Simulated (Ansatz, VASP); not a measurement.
**Ag: VASP beside Ansatz**

The input POSCAR:

```
Ag
1.0
    0.0000000000      2.0431000000      2.2474100000
    2.0431000000      0.0000000000      2.2474100000
    2.0431000000      2.0431000000      0.0000000000
Ag
1
Direct
    0.0000000000      0.0000000000      0.0000000000
```

Contents of INCAR.step1:

```
ALGO = Normal
EDIFF = 1E-4
ENCUT = 520
GGA = PE
ISMEAR = 0
LASPH = True
LCHARG = False
LREAL = False
LWAVE = True
NBANDS = 12
NELM = 80
PREC = Accurate
SIGMA = 0.15
```

File INCAR.step2:

```
ALGO = Normal
EDIFF = 1E-7
ENCUT = 520
ISIF = 2
ISMEAR = 0
ISTART = 1
LASPH = True
LCHARG = True
LELF = True
LMIXTAU = True
LREAL = False
LVHAR = True
LWAVE = False
METAGGA = R2SCAN
NBANDS = 12
NELM = 80
PREC = Accurate
SIGMA = 0.15
```

The input KPOINTS:

```
k-points
0
Gamma
  20 20 20
```

Input for Ansatz:

```yaml
crystal:
  lattice:
    - [0.0, 2.0431, 2.24741]
    - [2.0431, 0.0, 2.24741]
    - [2.0431, 2.0431, 0.0]
  atoms:
    - { symbol: Ag, position: [0.0, 0.0, 0.0] }
basis:
  ecutwfc: 500
kpoints:
  mp_grid: { grid: [20, 20, 20] }
hamiltonian:
  xc: r2scan
scf:
  occupations: { method: gaussian, width: 0.15 }
output:
  forces: true
  stress: true
  eigenvalues: true
```

Change from the starting cell: strain +0.1000 x Voigt [0, 0, 1, 0, 0, 0], atoms carried along.

Alike in both runs: task single point; functional r2SCAN; k mesh 20 × 20 × 20; occupations gaussian, width 0.15 eV; no spin polarisation.

```csv
,VASP,Ansatz
version,VASP 6.6.1,Ansatz 0.2.0
potentials or method,"VASP PAW PBE potentials, release 64 (Ag), cutoff 520 eV","scalar-relativistic, plane waves, PAW"
valence electrons in the cell,11,19
```

|  | VASP | Ansatz | Ansatz less VASP |
| --- | --- | --- | --- |
| gap on the k mesh at the Fermi level (eV) | none | none | - |
| pressure (GPa) | -6.4 | -6.4 | -0.04 |
| traceless stress, the component that is largest in VASP (GPa) | -2.28 | -2.24 | +0.037 |

VASP's potentials were made for PBE, not for r2SCAN. A gap of «none» marks a metal or a gap that the smearing closes. VASP's potentials hold 11 valence electrons a cell and Ansatz's 19, so a difference there can come from the potentials and not from the codes.
